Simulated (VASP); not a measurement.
# Ni (Fm-3m) in VASP: further runs

Ni is run at these levels: r2SCAN; tasks: single point.

All numbers are computed with VASP 6.6.1; they aren't measurements. Logs are shortened: lines on timing, memory, paths and dates and some standing lists are left out, and cuts for length are marked.

## Step 1: The cell of the first run

The structure is cubic, space group Fm-3m (No. 225). The conventional cell has a = 3.466 Å, b = 3.466 Å, c = 3.466 Å, α = 90.00°, β = 90.00°, γ = 90.00°. Within 3.2 Å of Ni (site symmetry m-3m) lie 12 Ni at 2.45 Å.

## Step 2: Single point, r2SCAN

The input, POSCAR:

```
Ni
1.0
    0.0000000000      1.7330608651      1.7330608651
    1.7330608651      0.0000000000      1.7330608651
    1.7330608651      1.7330608651      0.0000000000
Ni
1
Direct
    0.0000000000      0.0000000000      0.0000000000
```

The input, INCAR.step1:

```
SYSTEM = Ni
  ALGO = Normal
  EDIFF = 1E-4
  ENCUT = 520
  GGA = PE
  ISMEAR = 0
  LASPH = .TRUE.
  LCHARG = .FALSE.
  LREAL = .FALSE.
  LWAVE = .TRUE.
  NBANDS = 11
  NELM = 80
  PREC = Accurate
  SIGMA = 1.0
```

The input, INCAR.step2:

```
SYSTEM = Ni
  ALGO = Normal
  EDIFF = 1E-6
  ENCUT = 520
  ISIF = 2
  ISMEAR = 0
  ISTART = 1
  LASPH = .TRUE.
  LCHARG = .FALSE.
  LMIXTAU = .TRUE.
  LREAL = .FALSE.
  LWAVE = .FALSE.
  METAGGA = R2SCAN
  NBANDS = 11
  NELM = 80
  PREC = Accurate
  SIGMA = 1.0
```

The input, KPOINTS:

```
k-points
0
G
  15 15 15
  0 0 0
```

Potentials or basis: VASP PAW PBE potentials, release 64 (Ni).

On the command line:

```console
$ cat potpaw_PBE.64/Ni/POTCAR > POTCAR
$ cp INCAR.step1 INCAR
$ mpirun -np 1 vasp_std > vasp.out
$ cp INCAR.step2 INCAR
$ mpirun -np 1 vasp_std > vasp.out
```

OUTCAR:

```text
SYSTEM = Ni
   EDIFF = 1E-6
   ENCUT = 520
   ISIF = 2
   ISMEAR = 0
   ISTART = 1
   LASPH = .TRUE.
   LREAL = .FALSE.
   METAGGA = R2SCAN
   NELM = 80
   PREC = Accurate

 ion  position               nearest neighbor table
   1  0.000  0.000  0.000-

  LATTYP: Found a face centered cubic cell.
 ALAT       =     3.4661217302

  Lattice vectors:

 A1 = (   0.0000000000,   1.7330608651,   1.7330608651)
 A2 = (   1.7330608651,   0.0000000000,   1.7330608651)
 A3 = (   1.7330608651,   1.7330608651,   0.0000000000)

Analysis of symmetry for initial positions (statically):
=====================================================================
 Subroutine PRICEL returns:
 Original cell was already a primitive cell.

 Routine SETGRP: Setting up the symmetry group for a
 face centered cubic supercell.

 Subroutine GETGRP returns: Found 48 space group operations
 (whereof 48 operations were pure point group operations)
 out of a pool of 48 trial point group operations.

The static configuration has the point symmetry O_h .

Analysis of symmetry for dynamics (positions and initial velocities):
=====================================================================
 Subroutine PRICEL returns:
 Original cell was already a primitive cell.

 Routine SETGRP: Setting up the symmetry group for a
 face centered cubic supercell.

 Subroutine GETGRP returns: Found 48 space group operations
 (whereof 48 operations were pure point group operations)
 out of a pool of 48 trial point group operations.

The dynamic configuration has the point symmetry O_h .

 Subroutine INISYM returns: Found 48 space group operations
 (whereof 48 operations are pure point group operations),
 and found     1 'primitive' translations

----------------------------------------------------------------------------------------

                                     Primitive cell

  volume of cell :      10.4105

  direct lattice vectors                    reciprocal lattice vectors
     0.000000000  1.733060865  1.733060865    -0.288506890  0.288506890  0.288506890
     1.733060865  0.000000000  1.733060865     0.288506890 -0.288506890  0.288506890
     1.733060865  1.733060865  0.000000000     0.288506890  0.288506890 -0.288506890

  length of vectors
     2.450918180  2.450918180  2.450918180     0.499708591  0.499708591  0.499708591

[... 77 lines left out ...]
   NELM   =     80;   NELMIN=  2; NELMDL=  0     # of ELM steps
   EDIFF  = 0.1E-05   stopping-criterion for ELM
   LREAL  =      F    real-space projection
   EDIFFG = 0.1E-04   stopping-criterion for IOM
   NSW    =      0    number of steps for IOM
   IBRION =     -1    ionic relax: 0-MD 1-quasi-New 2-CG
   NFREE  =      0    steps in history (QN), initial steepest desc. (CG)
   ISIF   =      2    stress and relaxation
   ISYM   =      2    0-nonsym 1-usesym 2-fastsym
   POTIM  = 0.5000    time-step for ionic-motion
   TEBEG  =    0.0;   TEEND  =   0.0 temperature during run
   PSTRESS=    0.0 pullay stress
   NELECT =      10.0000    total number of electrons
   NUPDOWN=      -1.0000    fix difference up-down
   EMIN   =  10.00;   EMAX   =-10.00  energy-range for DOS
   EFERMI =   0.00;   METHOD = LEGACY
   ISMEAR =     0;   SIGMA  =   1.00  broadening in eV -4-tet -1-fermi 0-gaus
   EFERMI_NEDOS =   21; number of points for ismear=-14 and -15
   IALGO  =     38    algorithm
   IMIX   =      4    mixing-type and parameters
     AMIX     =   0.40;   BMIX     =  1.00
     AMIX_MAG =   1.60;   BMIX_MAG =  1.00
  volume/ion in A,a.u.               =      10.41        70.25
  Fermi-wavevector in a.u.,A,eV,Ry     =   1.615292  3.052459 35.499885  2.609168
  Thomas-Fermi vector in A             =   2.710063
   LORBIT       =      0    0 simple, 1 ext, 2 COOP (PROOUT), +10 PAW based schemes
   METAGGA = R2SCAN    functional components
   LHFCALC =     F    Hartree Fock is set to
   AEXX    =    0.0000 exact exchange contribution
   IVDW    =     0    specifies the selected vdW correction
   LEPSILON=     F    determine dielectric tensor
   LRPA    =     F    only Hartree local field effects (RPA)
 non-spin polarized calculation
 Gauss-broadening in eV      SIGMA  =   1.00
  energy-cutoff  :      520.00
  volume of cell :       10.41
 maximum number of plane-waves:       295
   NGX =  9   NGY =  9   NGZ =  9

 number of electron       9.9999994 magnetization

 Free energy of the ion-electron system (eV)
  ---------------------------------------------------
  ext. energy  EPLUGINS =         0.00000000
  ---------------------------------------------------
  free energy    TOTEN  =       -12.25575350 eV

  energy without entropy =      -11.58640255  energy(sigma->0) =      -11.92107803

 E-fermi :   9.8789     XC(G=0): -14.6729

 val. band max:        9.8684854164   @ k =   0.4000   0.3333   0.0667
 cond. band min:       9.8897626991   @ k =   0.4000   0.2667   0.0667
 fundamental gap:      0.0212772827
 Fermi energy:         9.8788683194

 k-point     1 :       0.0000    0.0000    0.0000
  band No.  band energies     occupation
      1       0.1220      2.00000
      2       7.5735      1.99889
      3       7.5736      1.99889
      4       7.5736      1.99889
      5       8.7158      1.89998
      6       8.7158      1.89998
      7      34.7619      0.00000
      8      39.4403      0.00000
      9      39.4403      0.00000
     10      39.4405      0.00000
     11      42.3355      0.00000
[... 309 lines left out ...]
 k-point    24 :       0.2000    0.1333    0.0000
  band No.  band energies     occupation
      1       1.7329      2.00000
      2       7.0309      1.99994
      3       7.9431      1.99381
      4       7.9913      1.99240
      5       8.3492      1.96948
      6       8.9128      1.82814
      7      30.8626      0.00000
      8      33.7939      0.00000
      9      33.8951      0.00000
     10      36.4308      0.00000
     11      41.8549      0.00000

 [... further k-points ...]
[... 5 lines left out ...]
  --------------------------------------------------------------------------------------
  -------------------------------------------------------------------------------------
  Total        0.3185128      0.3185128      0.3185128     -0.0000000      0.0000000     -0.0000000
  in kB       49.0191830     49.0191830     49.0191830     -0.0000000      0.0000000     -0.0000000
  external PRESSURE =      49.0191830 kB  Pullay stress =       0.0000000 kB

 VOLUME and BASIS-vectors are now :
 -----------------------------------------------------------------------------
  energy-cutoff  :      520.00
  volume of cell :       10.41
      direct lattice vectors                 reciprocal lattice vectors
     0.000000000  1.733060865  1.733060865    -0.288506890  0.288506890  0.288506890
     1.733060865  0.000000000  1.733060865     0.288506890 -0.288506890  0.288506890
     1.733060865  1.733060865  0.000000000     0.288506890  0.288506890 -0.288506890

 POSITION                                       TOTAL-FORCE (eV/Angst)
 -----------------------------------------------------------------------------------
      0.00000      0.00000      0.00000         0.000000      0.000000      0.000000
 -----------------------------------------------------------------------------------
    total drift:                                0.000000     -0.000000     -0.000000

  FREE ENERGIE OF THE ION-ELECTRON SYSTEM (eV)
  ---------------------------------------------------
  free  energy   TOTEN  =       -12.2557535048 eV

  energy  without entropy=      -11.5864025543  energy(sigma->0) =      -11.92107803
```

OUTCAR.step1:

```text
SYSTEM = Ni
   EDIFF = 1E-4
   ENCUT = 520
   GGA = PE
   ISMEAR = 0
   LASPH = .TRUE.
[... 555 lines left out ...]
 -----------------------------------------------------------------------------------
      0.00000      0.00000      0.00000        -0.000000     -0.000000      0.000000
 -----------------------------------------------------------------------------------
    total drift:                               -0.000000      0.000000     -0.000000

  FREE ENERGIE OF THE ION-ELECTRON SYSTEM (eV)
  ---------------------------------------------------
  free  energy   TOTEN  =        -5.8447560968 eV

  energy  without entropy=       -5.1612699134  energy(sigma->0) =       -5.50301301
```

Wall time 30 s (1 thread of Intel Xeon 6975P-C (Granite Rapids), shared host); peak memory 0.12 GiB.

Results:

```
Free energy            : -12.2558 eV
Pressure               : 4.9 GPa
Band gap on the k mesh : zero (bands 5 and 6 overlap by 1.08 eV)
```

Levels at points of the mesh, in eV from the Fermi level:
| k point | band 1 | band 2 | band 3 | band 4 | band 5 | band 6 | band 7 | band 8 | band 9 | band 10 |
| --- | --- | --- | --- | --- | --- | --- | --- | --- | --- | --- |
| (0.00, 0.00, 0.00) | -9.76 | -2.31 | -2.31 | -2.31 | -1.16 | -1.16 | 24.88 | 29.56 | 29.56 | 29.56 |

Caveat: the cell stands under pressure; so wide a smearing shifts energies and pressures; the PAW data sets were made with another functional, which shifts forces and pressure a little; the run has no spin polarisation, though such a crystal can be magnetic. Spin polarisation is off, so any magnetic state and its effect on volume and gap are missing.

## Step 3: Single point, r2SCAN

POSCAR is that of step 2.

The input, INCAR.step1:

```
PREC = Accurate ; ENCUT = 520
ISMEAR = 1 ; SIGMA = 0.01
LREAL = False ; LASPH = True
NELM = 60 ; NBANDS = 11
GGA = PE ; ALGO = Normal
EDIFF = 1E-4 ; LWAVE = True
LCHARG = False
```

The input, INCAR.step2:

```
PREC = Accurate ; ENCUT = 520
EDIFF = 1E-7 ; ISMEAR = 1
SIGMA = 0.01 ; LREAL = False
LASPH = True ; NELM = 60
ALGO = Normal ; ISIF = 2
LWAVE = False ; LCHARG = True
METAGGA = R2SCAN ; LMIXTAU = True
LELF = True ; LVHAR = True
NBANDS = 11 ; ISTART = 1
```

The input, KPOINTS:

```
Automatic mesh
0
Gamma
  15 15 15
```

Potentials or basis: VASP PAW PBE potentials, release 64 (Ni).

On the command line:

```console
$ cat potpaw_PBE.64/Ni/POTCAR > POTCAR
$ cp INCAR.step1 INCAR
$ mpirun -np 1 vasp_std > vasp.out
$ cp INCAR.step2 INCAR
$ mpirun -np 1 vasp_std > vasp.out
```

It took 34 s on 1 thread of Intel Xeon 6975P-C (Granite Rapids), shared host; peak memory 0.12 GiB.

Results (log left out):

```
Free energy            : -11.8294 eV
Pressure               : -0.1 GPa
Band gap on the k mesh : zero (bands 5 and 6 overlap by 1.12 eV)
```

Levels at points of the mesh, in eV from the Fermi level:
```csv
k point,band 3,band 4,band 5,band 6,band 7,band 8
"(0.00, 0.00, 0.00)",-1.97,-1.97,-0.86,-0.86,25.18,29.85
```

Caveat: the PAW data sets were made with another functional, which shifts forces and pressure a little; the run has no spin polarisation, though such a crystal can be magnetic. Spin polarisation is off, so any magnetic state and its effect on volume and gap are missing.

## Step 4: Single point, r2SCAN

POSCAR is that of step 3.

The input, INCAR.step1:

```
ALGO = Normal
EDIFF = 1E-4
ENCUT = 520
GGA = PE
ISMEAR = 1
LASPH = T
LCHARG = F
LREAL = F
LWAVE = T
NBANDS = 11
NELM = 60
PREC = Accurate
SIGMA = 0.03
```

The input, INCAR.step2:

```
ALGO = Normal
EDIFF = 1E-6
ENCUT = 520
ISIF = 2
ISMEAR = 1
ISTART = 1
LASPH = T
LCHARG = F
LMIXTAU = T
LREAL = F
LWAVE = F
METAGGA = R2SCAN
NBANDS = 11
NELM = 60
PREC = Accurate
SIGMA = 0.03
```

The input, KPOINTS:

```
k-points
0
Gamma
  15 15 15
```

Potentials or basis: VASP PAW PBE potentials, release 64 (Ni).

On the command line:

```console
$ cat potpaw_PBE.64/Ni/POTCAR > POTCAR
$ cp INCAR.step1 INCAR
$ mpirun -np 1 vasp_std > vasp.out
$ cp INCAR.step2 INCAR
$ mpirun -np 1 vasp_std > vasp.out
```

OUTCAR:

```text
EDIFF = 1E-6
   ENCUT = 520
   ISIF = 2
   ISMEAR = 1
   ISTART = 1
   LASPH = T
   LREAL = F
   METAGGA = R2SCAN
   NELM = 60
   PREC = Accurate

 ion  position               nearest neighbor table
   1  0.000  0.000  0.000-

  LATTYP: Found a face centered cubic cell.
 ALAT       =     3.4661217302

  Lattice vectors:

 A1 = (   0.0000000000,   1.7330608651,   1.7330608651)
 A2 = (   1.7330608651,   0.0000000000,   1.7330608651)
 A3 = (   1.7330608651,   1.7330608651,   0.0000000000)

Analysis of symmetry for initial positions (statically):
=====================================================================
 Subroutine PRICEL returns:
 Original cell was already a primitive cell.

 Routine SETGRP: Setting up the symmetry group for a
 face centered cubic supercell.

 Subroutine GETGRP returns: Found 48 space group operations
 (whereof 48 operations were pure point group operations)
 out of a pool of 48 trial point group operations.

The static configuration has the point symmetry O_h .

Analysis of symmetry for dynamics (positions and initial velocities):
=====================================================================
 Subroutine PRICEL returns:
 Original cell was already a primitive cell.

 Routine SETGRP: Setting up the symmetry group for a
 face centered cubic supercell.

 Subroutine GETGRP returns: Found 48 space group operations
 (whereof 48 operations were pure point group operations)
 out of a pool of 48 trial point group operations.

The dynamic configuration has the point symmetry O_h .

 Subroutine INISYM returns: Found 48 space group operations
 (whereof 48 operations are pure point group operations),
 and found     1 'primitive' translations

----------------------------------------------------------------------------------------

                                     Primitive cell

  volume of cell :      10.4105

[... 106 lines left out ...]
     AMIX_MAG =   1.60;   BMIX_MAG =  1.00
  volume/ion in A,a.u.               =      10.41        70.25
  Fermi-wavevector in a.u.,A,eV,Ry     =   1.615292  3.052459 35.499885  2.609168
  Thomas-Fermi vector in A             =   2.710063
   LORBIT       =      0    0 simple, 1 ext, 2 COOP (PROOUT), +10 PAW based schemes
   METAGGA = R2SCAN    functional components
   LHFCALC =     F    Hartree Fock is set to
   AEXX    =    0.0000 exact exchange contribution
   IVDW    =     0    specifies the selected vdW correction
   LEPSILON=     F    determine dielectric tensor
   LRPA    =     F    only Hartree local field effects (RPA)
 non-spin polarized calculation
 Methfessel and Paxton  Order N= 1 SIGMA  =   0.03
  energy-cutoff  :      520.00
  volume of cell :       10.41
 maximum number of plane-waves:       295
   NGX =  9   NGY =  9   NGZ =  9

 number of electron       9.9999995 magnetization

 Free energy of the ion-electron system (eV)
  ---------------------------------------------------
  ext. energy  EPLUGINS =         0.00000000
  ---------------------------------------------------
  free energy    TOTEN  =       -11.82950724 eV

  energy without entropy =      -11.82956277  energy(sigma->0) =      -11.82952575

 E-fermi :   9.5823     XC(G=0): -14.6563

 val. band max:        9.5796071822   @ k =  -0.4667   0.2000   0.0000
 cond. band min:       9.5961090510   @ k =   0.4667   0.1333   0.0000
 fundamental gap:      0.0165018688
 Fermi energy:         9.5822615547

 k-point     1 :       0.0000    0.0000    0.0000
  band No.  band energies     occupation
      1       0.1304      2.00000
      2       7.6120      2.00000
      3       7.6120      2.00000
      4       7.6120      2.00000
      5       8.7227      2.00000
      6       8.7227      2.00000
      7      34.7574      0.00000
      8      39.4307      0.00000
      9      39.4307      0.00000
     10      39.4309      0.00000
     11      42.3354      0.00000
[... 309 lines left out ...]
 k-point    24 :       0.2000    0.1333    0.0000
  band No.  band energies     occupation
      1       1.7411      2.00000
      2       7.0673      2.00000
      3       7.9754      2.00000
      4       8.0292      2.00000
      5       8.3627      2.00000
      6       8.9216      2.00000
      7      30.8652      0.00000
      8      33.7914      0.00000
      9      33.8990      0.00000
     10      36.4333      0.00000
     11      41.8500      0.00000

 [... further k-points ...]
[... 5 lines left out ...]
  --------------------------------------------------------------------------------------
  -------------------------------------------------------------------------------------
  Total       -0.0082508     -0.0082508     -0.0082508     -0.0000000      0.0000000     -0.0000000
  in kB       -1.2698013     -1.2698013     -1.2698013     -0.0000000      0.0000000     -0.0000000
  external PRESSURE =      -1.2698013 kB  Pullay stress =       0.0000000 kB

 VOLUME and BASIS-vectors are now :
 -----------------------------------------------------------------------------
  energy-cutoff  :      520.00
  volume of cell :       10.41
      direct lattice vectors                 reciprocal lattice vectors
     0.000000000  1.733060865  1.733060865    -0.288506890  0.288506890  0.288506890
     1.733060865  0.000000000  1.733060865     0.288506890 -0.288506890  0.288506890
     1.733060865  1.733060865  0.000000000     0.288506890  0.288506890 -0.288506890

 POSITION                                       TOTAL-FORCE (eV/Angst)
 -----------------------------------------------------------------------------------
      0.00000      0.00000      0.00000        -0.000000      0.000000      0.000000
 -----------------------------------------------------------------------------------
    total drift:                                0.000000      0.000000     -0.000000

  FREE ENERGIE OF THE ION-ELECTRON SYSTEM (eV)
  ---------------------------------------------------
  free  energy   TOTEN  =       -11.8295072384 eV

  energy  without entropy=      -11.8295627749  energy(sigma->0) =      -11.82952575
```

OSZICAR.step1:

```text
N       E                     dE             d eps       ncg     rms          rms(c)
DAV:   1     0.280255844286E+02    0.28026E+02   -0.50116E+03  2736   0.126E+03
DAV:   2    -0.553907152992E+01   -0.33565E+02   -0.31794E+02  2724   0.171E+02
DAV:   3    -0.644002105770E+01   -0.90095E+00   -0.89619E+00  2897   0.323E+01
DAV:   4    -0.644703153804E+01   -0.70105E-02   -0.70086E-02  2992   0.258E+00
DAV:   5    -0.644717189524E+01   -0.14036E-03   -0.14036E-03  2943   0.349E-01    0.101E+01
DAV:   6    -0.571844540722E+01    0.72873E+00   -0.14253E+01  3215   0.534E+01    0.549E+00
DAV:   7    -0.542542272376E+01    0.29302E+00   -0.23605E+00  3165   0.202E+01    0.185E+00
DAV:   8    -0.540773230127E+01    0.17690E-01   -0.24577E-02  3767   0.153E+00    0.503E-01
DAV:   9    -0.540596283571E+01    0.17695E-02   -0.23067E-03  3897   0.338E-01    0.797E-02
DAV:  10    -0.540597841436E+01   -0.15579E-04   -0.17962E-05  1626   0.600E-02
   1 F= -.54059784E+01 E0= -.54060079E+01  d E =0.883676E-04
```

It took 27 s on 1 thread of Intel Xeon 6975P-C (Granite Rapids), shared host; peak memory 0.13 GiB.

What came out:

```yaml
Free_energy: -11.8295 eV
Pressure: -0.1 GPa
Band_gap_on_the_k_mesh: zero (bands 5 and 6 overlap by 1.12 eV)
```

Caveat: the PAW data sets were made with another functional, which shifts forces and pressure a little; the run has no spin polarisation, though such a crystal can be magnetic. Spin polarisation is off, so any magnetic state and its effect on volume and gap are missing.

## Step 5: Overview

```tsv
smearing	gap on the mesh (eV)	pressure (GPa)
gaussian 1 eV	none	4.9
methfessel-paxton 0.01 eV	none	-0.1
methfessel-paxton 0.03 eV	none	-0.1
```

Alike in all rows: task single point; level r2SCAN; potentials or basis VASP PAW PBE potentials, release 64 (Ni); no spin polarisation; cell as given; k mesh 15 × 15 × 15; cutoff (eV) 520.

Caveats: the PAW data sets were made with another functional, which shifts forces and pressure a little; the run has no spin polarisation, though such a crystal can be magnetic; the cell stands under pressure (at least some runs); so wide a smearing shifts energies and pressures (at least some runs).

Total energies depend on the potentials used, so only differences within one code and one set of settings carry meaning.

The gap in the log of VASP goes by the Fermi energy; the results here count the filled bands.